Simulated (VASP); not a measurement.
A run of VASP 6.6.1 is set up as follows.

File INCAR:

```
ALGO = Normal ; EDIFF = 1E-6
ENCUT = 520 ; GGA = PS
ISIF = 2 ; ISMEAR = 0
LASPH = True ; LCHARG = False
LREAL = False ; LWAVE = False
NBANDS = 16 ; NELM = 80
PREC = Accurate ; SIGMA = 0.05
```

Contents of KPOINTS:

```
k-points
0
Gamma
  9 9 6
```

The input POSCAR:

```
MgO
1.0
    3.4131635912      0.0000000000      0.0000000000
   -1.7065817956      2.9558863772      0.0000000000
    0.0000000000      0.0000000000      4.3906063377
Mg O
2 2
Direct
    0.6545737154      0.3091474307      0.7500000000
    0.3454262846      0.6908525693      0.2500000000
    0.6755705704      0.3511411408      0.2500000000
    0.3244294296      0.6488588592      0.7500000000
```

Potentials or basis: VASP PAW PBE potentials, release 64 (Mg, O).

Launch:

```sh
$ cat potpaw_PBE.64/Mg/POTCAR potpaw_PBE.64/O/POTCAR > POTCAR
$ mpirun -np 1 vasp_std > vasp.out
```

Problem. Estimate the largest force.

Solution. 0.583 eV/Å.

Problem. What does it give for the band gap on the k mesh?

Solution. 3.17 eV, direct.

Problem. What does it give for the pressure?

Solution. 0.7 GPa.

Forces in eV/Å, atoms in the order of the input:
```
Mg   0.000  0.583  0.000
Mg   0.000 -0.583  0.000
O    0.000 -0.151  0.000
O    0.000  0.151  0.000
```

Caveat: the cell differs from its parent crystal (mode 5 frozen in at -0.073 Å, strain +e along z and -e/2 along x and y +0.0467); the PAW data sets were made with another functional, which shifts forces and pressure a little.
